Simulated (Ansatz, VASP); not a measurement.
# AgPt3 in VASP and in Ansatz

File INCAR:

```
ALGO = Normal ; EDIFF = 1E-7
ENCUT = 520 ; ISIF = 2
ISMEAR = -1 ; LASPH = T
LCHARG = T ; LELF = T
LREAL = F ; LVHAR = T
LWAVE = F ; NBANDS = 28
NELM = 100 ; PREC = Accurate
SIGMA = 0.08
```

File KPOINTS:

```
k-points
0
Gamma
  9 9 9
```

The input POSCAR:

```
AgPt3
1.0
    3.9000000000      0.0000000000      0.0000000000
    0.0000000000      3.9000000000      0.0000000000
    0.0000000000      0.0000000000      3.8610000000
Ag Pt
1 3
Direct
    0.0000000000      0.0000000000      0.0000000000
    0.0000000000      0.5000000000      0.5000000000
    0.5000000000      0.0000000000      0.5000000000
    0.5000000000      0.5000000000      0.0000000000
```

Input for Ansatz:

```yaml
crystal:
  lattice:
    - [3.9, 0.0, 0.0]
    - [0.0, 3.9, 0.0]
    - [0.0, 0.0, 3.861]
  atoms:
    - { symbol: Ag, position: [0.0, 0.0, 0.0] }
    - { symbol: Pt, position: [0.0, 0.5, 0.5] }
    - { symbol: Pt, position: [0.5, 0.0, 0.5] }
    - { symbol: Pt, position: [0.5, 0.5, 0.0] }
kpoints:
  mp_grid: { grid: [9, 9, 9] }
  band_path:
    path:
      - [0.0, 0.0, 0.0]
      - [0.0, 0.5, 0.0]
      - [0.5, 0.5, 0.0]
      - [0.0, 0.0, 0.0]
      - [0.0, 0.0, 0.5]
      - [0.0, 0.5, 0.5]
      - [0.5, 0.5, 0.5]
      - [0.0, 0.0, 0.5]
      - [0.0, 0.5, 0.0]
    npoints: 5
scf:
  occupations: { method: fermi_dirac, width: 0.08 }
hamiltonian:
  xc: lda
  pseudopotentials: { kind: all_electron, lapw: { basis_error: 0.0005 } }
output:
  forces: true
  stress: true
  eigenvalues: true
```

Change from the starting cell: zz strain of -1 %.

Alike in both runs: task single point; functional LDA; k mesh 9 × 9 × 9; occupations fermi-dirac, width 0.08 eV; no spin polarisation.

|  | VASP | Ansatz |
| --- | --- | --- |
| version | VASP 6.6.1 | Ansatz 0.2.0 |
| potentials or method | VASP PAW LDA potentials, release 64 (Ag, Pt), cutoff 520 eV | all-electron LAPW, scalar-relativistic |

```csv
,VASP,Ansatz,Ansatz less VASP
pressure (GPa),5.7,5.1,-0.58
"traceless stress, the component that is largest in VASP (GPa)",0.76,0.77,+0.005
```

LDA's correlation is that of Perdew and Zunger in VASP and of Perdew and Wang (1992) in Ansatz. Ansatz ran all-electron here, and VASP with PAW potentials.

Neither program's run includes spin-orbit coupling.
